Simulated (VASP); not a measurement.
# Ge (Fd-3m) in VASP: further runs

Aim: see how the results for Ge move with the level of theory and the settings. Levels: revPBE+D3(BJ), BLYP+D4, r2SCAN+rVV10. Tasks: single point.

Everything below comes from runs of VASP 6.6.1. Logs are shortened: lines on timing, memory, paths and dates and some standing lists are left out, and cuts for length are marked.

**Experimental background.**

“Electronic and optical properties of SixGe1-x-ySny alloys lattice-matched to Ge”, 2021, arxiv:2109.02782 reports, for a bulk crystal of Ge at 300 K: band gap 0.807 eV (direct).

From “Temperature-dependent photoluminescence in Ge: experiment and theory”, 2020, arxiv:2003.00143, for a bulk crystal of Ge at 0 K: band gap 0.744 eV (indirect).

The runs below are set against these values where they give the same quantity.

### Step 1. The cell of the first run

It takes space group Fd-3m (No. 227, cubic). The conventional cell has a = 5.769 Å, b = 5.769 Å, c = 5.769 Å, α = 90.00°, β = 90.00°, γ = 90.00°. Ge (site symmetry -43m) has 4 Ge at 2.50 Å within 3.3 Å.

### Step 2. Single point, revPBE+D3(BJ)

INCAR

```
ALGO = Normal
EDIFF = 1E-6
ENCUT = 520
GGA = RE
ISIF = 2
ISMEAR = -1
IVDW = 12
LASPH = True
LCHARG = False
LREAL = False
LWAVE = False
NBANDS = 21
NELM = 80
PREC = Accurate
SIGMA = 0.05
```

KPOINTS

```
k-points
0
Gamma
  8 8 8
```

POSCAR

```
Ge
1.0
    0.0000000000      2.8843929095      2.8843929095
    2.8843929095      0.0000000000      2.8843929095
    2.8843929095      2.8843929095      0.0000000000
Ge
2
Direct
    0.7500000000      0.7500000000      0.7500000000
    0.5000000000      0.5000000000      0.5000000000
```

Potentials or basis: VASP PAW PBE potentials, release 64 (Ge_d).

The run is started by

```
$ cat potpaw_PBE.64/Ge_d/POTCAR > POTCAR
$ mpirun -np 1 vasp_std > vasp.out
```

OUTCAR:

```text
EDIFF = 1E-6
   ENCUT = 520
   GGA = RE
   ISIF = 2
   ISMEAR = -1
   IVDW = 12
   LASPH = True
   LREAL = False
   NELM = 80
   PREC = Accurate
 IVDW          = 12

 ion  position               nearest neighbor table
   1  0.750  0.750  0.750-   2 2.50   2 2.50   2 2.50   2 2.50
   2  0.500  0.500  0.500-   1 2.50   1 2.50   1 2.50   1 2.50

  LATTYP: Found a face centered cubic cell.
 ALAT       =     5.7687858190

  Lattice vectors:

 A1 = (   0.0000000000,   2.8843929095,   2.8843929095)
 A2 = (   2.8843929095,   0.0000000000,   2.8843929095)
 A3 = (   2.8843929095,   2.8843929095,   0.0000000000)

Analysis of symmetry for initial positions (statically):
=====================================================================
 Subroutine PRICEL returns:
 Original cell was already a primitive cell.

 Routine SETGRP: Setting up the symmetry group for a
 face centered cubic supercell.

 Subroutine GETGRP returns: Found 48 space group operations
 (whereof 24 operations were pure point group operations)
 out of a pool of 48 trial point group operations.

The static configuration has the point symmetry T_d .
 The point group associated with its full space group is O_h .

Analysis of symmetry for dynamics (positions and initial velocities):
=====================================================================
 Subroutine PRICEL returns:
 Original cell was already a primitive cell.

 Routine SETGRP: Setting up the symmetry group for a
 face centered cubic supercell.

 Subroutine GETGRP returns: Found 48 space group operations
 (whereof 24 operations were pure point group operations)
 out of a pool of 48 trial point group operations.

The dynamic configuration has the point symmetry T_d .
 The point group associated with its full space group is O_h .

 Subroutine INISYM returns: Found 48 space group operations
 (whereof 24 operations are pure point group operations),
 and found     1 'primitive' translations

----------------------------------------------------------------------------------------

                                     Primitive cell

  volume of cell :      47.9947

  direct lattice vectors                    reciprocal lattice vectors
     0.000000000  2.884392909  2.884392909    -0.173346703  0.173346703  0.173346703
     2.884392909  0.000000000  2.884392909     0.173346703 -0.173346703  0.173346703
     2.884392909  2.884392909  0.000000000     0.173346703  0.173346703 -0.173346703

  length of vectors
     4.079147572  4.079147572  4.079147572     0.300245296  0.300245296  0.300245296

  position of ions in fractional coordinates (direct lattice)
     0.750000000  0.750000000  0.750000000
     0.500000000  0.500000000  0.500000000

  ion indices of the primitive-cell ions
   primitive index   ion index
                 1           1
                 2           2

----------------------------------------------------------------------------------------

 KPOINTS: k-points

Automatic generation of k-mesh.
 Grid dimensions read from file:
 generate k-points for:    8    8    8

 Generating k-lattice:

  Cartesian coordinates                     Fractional coordinates (reciprocal lattice)
    -0.021668338  0.021668338  0.021668338     0.125000000  0.000000000  0.000000000
     0.021668338 -0.021668338  0.021668338     0.000000000  0.125000000  0.000000000
     0.021668338  0.021668338 -0.021668338     0.000000000  0.000000000  0.125000000

  Length of vectors
     0.037530662  0.037530662  0.037530662

  Shift w.r.t. Gamma in fractional coordinates (k-lattice)
     0.000000000  0.000000000  0.000000000

 Subroutine IBZKPT returns following result:
 ===========================================

 Found     29 irreducible k-points:

 Following reciprocal coordinates:
            Coordinates               Weight
  0.000000  0.000000  0.000000      1.000000
  0.125000  0.000000  0.000000      8.000000
  0.250000  0.000000  0.000000      8.000000
  0.375000  0.000000  0.000000      8.000000
  0.500000  0.000000  0.000000      4.000000
  0.125000  0.125000  0.000000      6.000000
[... 16 lines left out ...]
  0.500000  0.250000  0.125000     48.000000
 -0.375000  0.250000  0.125000     24.000000
 [... further k-points ...]
   k-points           NKPTS =     29   k-points in BZ     NKDIM =     29   number of bands    NBANDS=     21
   number of dos      NEDOS =    301   number of ions     NIONS =      2
   total plane-waves  NPLWV =  27000
   dimension x,y,z NGX =    30 NGY =   30 NGZ =   30
   dimension x,y,z NGXF=    60 NGYF=   60 NGZF=   60
   ions per type =               2
   NGX,Y,Z   is equivalent  to a cutoff of  12.23, 12.23, 12.23 a.u.
   NGXF,Y,Z  is equivalent  to a cutoff of  24.45, 24.45, 24.45 a.u.
 SYSTEM =  unknown system
   PREC   = accura    normal or accurate (medium, high low for compatibility)
   ISTART =      0    job   : 0-new  1-cont  2-samecut
   ICHARG =      2    charge: 1-file 2-atom 10-const
   ISPIN  =      1    spin polarized calculation?
   LNONCOLLINEAR =      F non collinear calculations
   LSORBIT =      F    spin-orbit coupling
   LASPH  =      T    aspherical Exc in radial PAW
   ENCUT  =  520.0 eV  38.22 Ry    6.18 a.u.   7.58  7.58  7.58*2*pi/ulx,y,z
   NELM   =     80;   NELMIN=  2; NELMDL= -5     # of ELM steps
   EDIFF  = 0.1E-05   stopping-criterion for ELM
   LREAL  =      F    real-space projection
   EDIFFG = 0.1E-04   stopping-criterion for IOM
   NSW    =      0    number of steps for IOM
   IBRION =     -1    ionic relax: 0-MD 1-quasi-New 2-CG
   NFREE  =      0    steps in history (QN), initial steepest desc. (CG)
   ISIF   =      2    stress and relaxation
   ISYM   =      2    0-nonsym 1-usesym 2-fastsym
   POTIM  = 0.5000    time-step for ionic-motion
   TEBEG  =    0.0;   TEEND  =   0.0 temperature during run
   PSTRESS=    0.0 pullay stress
   NELECT =      28.0000    total number of electrons
   NUPDOWN=      -1.0000    fix difference up-down
   EMIN   =  10.00;   EMAX   =-10.00  energy-range for DOS
   EFERMI =   0.00;   METHOD = LEGACY
   ISMEAR =    -1;   SIGMA  =   0.05  broadening in eV -4-tet -1-fermi 0-gaus
   EFERMI_NEDOS =   21; number of points for ismear=-14 and -15
   IALGO  =     38    algorithm
   IMIX   =      4    mixing-type and parameters
     AMIX     =   0.40;   BMIX     =  1.00
     AMIX_MAG =   1.60;   BMIX_MAG =  1.00
  volume/ion in A,a.u.               =      24.00       161.94
  Fermi-wavevector in a.u.,A,eV,Ry     =   1.367928  2.585008 25.459572  1.871226
  Thomas-Fermi vector in A             =   2.493937
   LORBIT       =      0    0 simple, 1 ext, 2 COOP (PROOUT), +10 PAW based schemes
   GGA     = RE    functional components
   LHFCALC =     F    Hartree Fock is set to
   AEXX    =    0.0000 exact exchange contribution
   IVDW    =    12    specifies the selected vdW correction
   LEPSILON=     F    determine dielectric tensor
   LRPA    =     F    only Hartree local field effects (RPA)
 non-spin polarized calculation
  energy-cutoff  :      520.00
  volume of cell :       47.99
 maximum number of plane-waves:      1308
   NGX = 15   NGY = 15   NGZ = 15

 number of electron      27.9999976 magnetization

 Free energy of the ion-electron system (eV)
  ---------------------------------------------------
  ext. energy  EPLUGINS =         0.00000000
  ---------------------------------------------------
  free energy    TOTEN  =        -8.45639971 eV

  energy without entropy =       -8.45547582  energy(sigma->0) =       -8.45593776

 E-fermi :   4.5124     XC(G=0):  -9.5172

 val. band max:        4.2139793642   @ k =   0.1250   0.0000   0.0000
 cond. band min:       4.5231920802   @ k =   0.0000   0.0000   0.0000
 fundamental gap:      0.3092127160
 Fermi energy:         4.5124047040

 k-point     1 :       0.0000    0.0000    0.0000
  band No.  band energies     occupation
      1     -20.2369      2.00000
      2     -20.2369      2.00000
      3     -20.2369      2.00000
      4     -20.2054      2.00000
      5     -20.2054      2.00000
      6     -20.0247      2.00000
[... 13 lines left out ...]
     20      13.8217      0.00000
     21      13.8217      0.00000

 k-point     2 :       0.1250    0.0000    0.0000
  band No.  band energies     occupation
      1     -20.2437      2.00000
      2     -20.2437      2.00000
      3     -20.2347      2.00000
      4     -20.1959      2.00000
      5     -20.1959      2.00000
      6     -20.0361      2.00000
[... 13 lines left out ...]
     20      13.0161      0.00000
     21      13.0161      0.00000

 k-point     3 :       0.2500    0.0000    0.0000
  band No.  band energies     occupation
      1     -20.2524      2.00000
      2     -20.2524      2.00000
      3     -20.2293      2.00000
      4     -20.1813      2.00000
      5     -20.1813      2.00000
      6     -20.0484      2.00000
[... 13 lines left out ...]
     20      12.7744      0.00000
     21      12.7744      0.00000

 k-point     4 :       0.3750    0.0000    0.0000
  band No.  band energies     occupation
      1     -20.2569      2.00000
      2     -20.2569      2.00000
      3     -20.2237      2.00000
      4     -20.1721      2.00000
      5     -20.1721      2.00000
      6     -20.0550      2.00000
[... 13 lines left out ...]
     20      13.8644      0.00000
     21      13.8644      0.00000

 k-point     5 :       0.5000    0.0000    0.0000
  band No.  band energies     occupation
      1     -20.2580      2.00000
      2     -20.2580      2.00000
      3     -20.2213      2.00000
      4     -20.1696      2.00000
      5     -20.1696      2.00000
      6     -20.0566      2.00000
[... 13 lines left out ...]
     20      15.0046      0.00000
     21      15.4746      0.00000
[... 382 lines left out ...]
     20      15.6567      0.00000
     21      17.0627      0.00000

 k-point    22 :       0.3750    0.2500    0.1250
  band No.  band energies     occupation
      1     -20.2612      2.00000
      2     -20.2594      2.00000
      3     -20.2221      2.00000
      4     -20.1748      2.00000
      5     -20.1507      2.00000
      6     -20.0906      2.00000
[... 13 lines left out ...]
     20      14.4760      0.00000
     21      14.6758      0.00000

 k-point    23 :       0.5000    0.2500    0.1250
  band No.  band energies     occupation
      1     -20.2716      2.00000
      2     -20.2648      2.00000
      3     -20.2034      2.00000
      4     -20.1619      2.00000
      5     -20.1398      2.00000
      6     -20.0982      2.00000
[... 13 lines left out ...]
     20      13.9917      0.00000
     21      15.8363      0.00000

 k-point    24 :      -0.3750    0.2500    0.1250
  band No.  band energies     occupation
      1     -20.2760      2.00000
      2     -20.2661      2.00000
      3     -20.1949      2.00000
      4     -20.1524      2.00000
      5     -20.1410      2.00000
      6     -20.0940      2.00000
[... 13 lines left out ...]
     20      15.3774      0.00000
     21      15.7000      0.00000

 [... further k-points ...]

------------------------ aborting loop because EDIFF is reached ----------------------------------------

 Edisp (eV)   -1.07406

 E8    (eV) :    -0.7618

  FORCE on cell =-STRESS in cart. coord.  units (eV):
  Direction    XX          YY          ZZ          XY          YZ          ZX
  --------------------------------------------------------------------------------------
  -------------------------------------------------------------------------------------
  Total      -0.82091    -0.82091    -0.82091    -0.00000     0.00000    -0.00000
  in kB     -27.40387   -27.40387   -27.40387    -0.00000     0.00000    -0.00000
  external pressure =      -27.40 kB  Pullay stress =        0.00 kB

 VOLUME and BASIS-vectors are now :
 -----------------------------------------------------------------------------
  energy-cutoff  :      520.00
  volume of cell :       47.99
      direct lattice vectors                 reciprocal lattice vectors
     0.000000000  2.884392909  2.884392909    -0.173346703  0.173346703  0.173346703
     2.884392909  0.000000000  2.884392909     0.173346703 -0.173346703  0.173346703
     2.884392909  2.884392909  0.000000000     0.173346703  0.173346703 -0.173346703

 POSITION                                       TOTAL-FORCE (eV/Angst)
 -----------------------------------------------------------------------------------
      4.32659      4.32659      4.32659         0.000000      0.000000      0.000000
      2.88439      2.88439      2.88439        -0.000000     -0.000000     -0.000000
 -----------------------------------------------------------------------------------
    total drift:                                0.000000     -0.000000     -0.000000

  FREE ENERGIE OF THE ION-ELECTRON SYSTEM (eV)
  ---------------------------------------------------
  free  energy   TOTEN  =        -9.5304588957 eV

  energy  without entropy=       -9.5295350001  energy(sigma->0) =       -9.52999695
```

It took 14 s on 1 thread of Intel Xeon 6975P-C (Granite Rapids), shared host; peak memory 0.17 GiB.

Results:

* Free energy: -9.5305 eV
* Pressure: -2.7 GPa
* Band gap on the k mesh: zero (filled and empty bands touch)
* Dispersion energy per atom: -0.537 eV

Levels at points of the mesh, in eV from the Fermi level:
```tsv
k point	band 11	band 12	band 13	band 14	band 15	band 16	band 17	band 18
(0.00, 0.00, 0.00)	-12.31	-0.39	0.01	0.01	0.01	2.55	2.55	2.55
(0.50, 0.00, 0.00)	-10.36	-7.30	-1.31	-1.31	0.09	3.74	3.74	7.22
(0.50, 0.50, 0.00)	-8.64	-8.64	-2.86	-2.86	0.89	0.89	9.08	9.08
```

Caveat: the PAW data sets were made with another functional, which shifts forces and pressure a little; pairwise dispersion overbinds metals, which lowers pressure and volume.

### Step 3. Single point, BLYP+D4

INCAR

```
PREC     = Accurate       # precision mode
ENCUT    = 520            # plane-wave cutoff, eV
EDIFF    = 1E-6           # SCF threshold, eV
ISMEAR   = -1             # smearing method
SIGMA    = 0.05           # smearing width, eV
LREAL    = F              # projectors in reciprocal space
LASPH    = T              # aspherical terms in the spheres
NELM     = 80             # most SCF steps
ALGO     = Normal         # electronic algorithm
ISIF     = 2              # what is computed and relaxed
LWAVE    = F              # write WAVECAR
LCHARG   = F              # write CHGCAR
GGA      = B5             # functional
ALDAX    = 1.0          
AGGAX    = 1.0          
AGGAC    = 1.0          
ALDAC    = 0.0          
IVDW     = 13             # dispersion correction
VDW_S6   = 1.0          
VDW_S8   = 2.34076671   
VDW_A1   = 0.44488865   
VDW_A2   = 4.0933009    
NBANDS   = 21             # bands
```

KPOINTS

```
regular mesh
0
Gamma
  8 8 8
```

POSCAR is that of step 2.

Potentials or basis: VASP PAW PBE potentials, release 64 (Ge_d).

The run is started by

```
$ cat potpaw_PBE.64/Ge_d/POTCAR > POTCAR
$ mpirun -np 1 vasp_std > vasp.out
```

It took 21 s on 1 thread of Intel Xeon 6975P-C (Granite Rapids), shared host; peak memory 0.17 GiB.

It converged, with:

```yaml
Free_energy: -8.8115 eV
Pressure: -0.7 GPa
Band_gap_on_the_k_mesh: zero (band 14 reaches 4.86 eV, above the bottom of band 15 at 4.85 eV)
Dispersion_energy_per_atom: -0.583 eV
```

Levels at points of the mesh, in eV from the Fermi level:
| k point | band 11 | band 12 | band 13 | band 14 | band 15 | band 16 | band 17 | band 18 |
| --- | --- | --- | --- | --- | --- | --- | --- | --- |
| (0.00, 0.00, 0.00) | -12.30 | -0.64 | 0.06 | 0.06 | 0.06 | 2.60 | 2.60 | 2.60 |
| (0.50, 0.00, 0.00) | -10.38 | -7.29 | -1.26 | -1.26 | 0.05 | 3.83 | 3.83 | 7.38 |
| (0.50, 0.50, 0.00) | -8.67 | -8.67 | -2.79 | -2.79 | 1.00 | 1.00 | 8.99 | 8.99 |

Caveat: the PAW data sets were made with another functional, which shifts forces and pressure a little; pairwise dispersion overbinds metals, which lowers pressure and volume.

### Step 4. Single point, r2SCAN+rVV10

This run uses another cell than the first one, of 21.28 Å³/atom, 0.887 times its volume.

POSCAR

```
Ge
1.0
    0.0000000000      2.7711609388      2.7711609388
    2.7711609388      0.0000000000      2.7711609388
    2.7711609388      2.7711609388      0.0000000000
Ge
2
Direct
    0.7500000000      0.7500000000      0.7500000000
    0.5000000000      0.5000000000      0.5000000000
```

INCAR.step1

```
SYSTEM = Ge
  ALGO = Normal
  EDIFF = 1E-4
  ENCUT = 520
  GGA = PE
  ISMEAR = -1
  LASPH = .True.
  LCHARG = .False.
  LREAL = .False.
  LWAVE = .True.
  NBANDS = 21
  NELM = 100
  PREC = Accurate
  SIGMA = 0.05
```

INCAR.step2

```
SYSTEM = Ge
  ALGO = Normal
  BPARAM = 11.95
  CPARAM = 0.0093
  EDIFF = 1E-7
  ENCUT = 520
  ISIF = 2
  ISMEAR = -1
  ISTART = 1
  IVDW_NL = 2
  LASPH = .True.
  LCHARG = .True.
  LELF = .True.
  LMIXTAU = .True.
  LREAL = .False.
  LUSE_VDW = .True.
  LVHAR = .True.
  LWAVE = .False.
  METAGGA = R2SCAN
  NBANDS = 21
  NELM = 100
  PREC = Accurate
  SIGMA = 0.05
```

KPOINTS

```
k-points
0
Gamma
  8 8 8
  0 0 0
```

The run is started by

```
$ cat potpaw_PBE.64/Ge_d/POTCAR > POTCAR
$ cp INCAR.step1 INCAR
$ mpirun -np 1 vasp_std > vasp.out
$ cp INCAR.step2 INCAR
$ mpirun -np 1 vasp_std > vasp.out
```

Wall time 2.1 min (1 thread of Intel Xeon 6975P-C (Granite Rapids), shared host); peak memory 0.28 GiB.

Results (log left out):

```
Free energy            : -26.8656 eV
Pressure               : 5.1 GPa
Band gap on the k mesh : 0.64 eV, indirect (least direct gap 1.02 eV)
```

Levels at points of the mesh, in eV from the valence-band top:
```tsv
k point	band 11	band 12	band 13	band 14	band 15	band 16	band 17	band 18
(0.00, 0.00, 0.00)	-13.82	0.00	0.00	0.00	1.02	2.72	2.72	2.72
(0.50, 0.00, 0.00)	-11.46	-8.20	-1.59	-1.59	0.64	4.00	4.00	7.61
(0.50, 0.50, 0.00)	-9.48	-9.48	-3.47	-3.47	0.84	0.84	10.65	10.65
```

Caveat: the PAW data sets were made with another functional, which shifts forces and pressure a little. r2SCAN opens gaps a little over a GGA but as a rule still falls short of measured ones.

### Step 5. Single point, r2SCAN+rVV10

This run uses another cell than the first one, of 21.73 Å³/atom, 0.906 times its volume.

POSCAR

```
Ge
1.0
    0.0000000000      2.7906767997      2.7906767997
    2.7906767997      0.0000000000      2.7906767997
    2.7906767997      2.7906767997      0.0000000000
Ge
2
Direct
    0.7500000000      0.7500000000      0.7500000000
    0.5000000000      0.5000000000      0.5000000000
```

INCAR.step1

```
ALGO = Normal
EDIFF = 1E-4
ENCUT = 520
GGA = PE
ISMEAR = -1
LASPH = True
LCHARG = False
LREAL = False
LWAVE = True
NBANDS = 21
NELM = 100
PREC = Accurate
SIGMA = 0.05
```

INCAR.step2

```
ALGO = Normal
BPARAM = 11.95
CPARAM = 0.0093
EDIFF = 1E-6
ENCUT = 520
ISIF = 2
ISMEAR = -1
ISTART = 1
IVDW_NL = 2
LASPH = True
LCHARG = False
LMIXTAU = True
LREAL = False
LUSE_VDW = True
LWAVE = False
METAGGA = R2SCAN
NBANDS = 21
NELM = 100
PREC = Accurate
SIGMA = 0.05
```

KPOINTS

```
k-points
0
Gamma
  8 8 8
```

The run is started by

```
$ cat potpaw_PBE.64/Ge_d/POTCAR > POTCAR
$ cp INCAR.step1 INCAR
$ mpirun -np 1 vasp_std > vasp.out
$ cp INCAR.step2 INCAR
$ mpirun -np 1 vasp_std > vasp.out
```

Wall time 61 s (1 thread of Intel Xeon 6975P-C (Granite Rapids), shared host); peak memory 0.28 GiB.

Results (log left out):

```yaml
Free_energy: -26.8893 eV
Pressure: 3.2 GPa
Band_gap_on_the_k_mesh: 0.56 eV, indirect (least direct gap 0.81 eV)
```

Levels at points of the mesh, in eV from the valence-band top:
| k point | band 11 | band 12 | band 13 | band 14 | band 15 | band 16 | band 17 | band 18 |
| --- | --- | --- | --- | --- | --- | --- | --- | --- |
| (0.00, 0.00, 0.00) | -13.64 | 0.00 | 0.00 | 0.00 | 0.81 | 2.72 | 2.72 | 2.72 |
| (0.50, 0.00, 0.00) | -11.34 | -8.09 | -1.55 | -1.55 | 0.56 | 3.99 | 3.99 | 7.60 |
| (0.50, 0.50, 0.00) | -9.39 | -9.39 | -3.39 | -3.39 | 0.87 | 0.87 | 10.46 | 10.46 |

Caveat: the PAW data sets were made with another functional, which shifts forces and pressure a little. r2SCAN opens gaps a little over a GGA but as a rule still falls short of measured ones.

(Continued in part 2 of 2.)
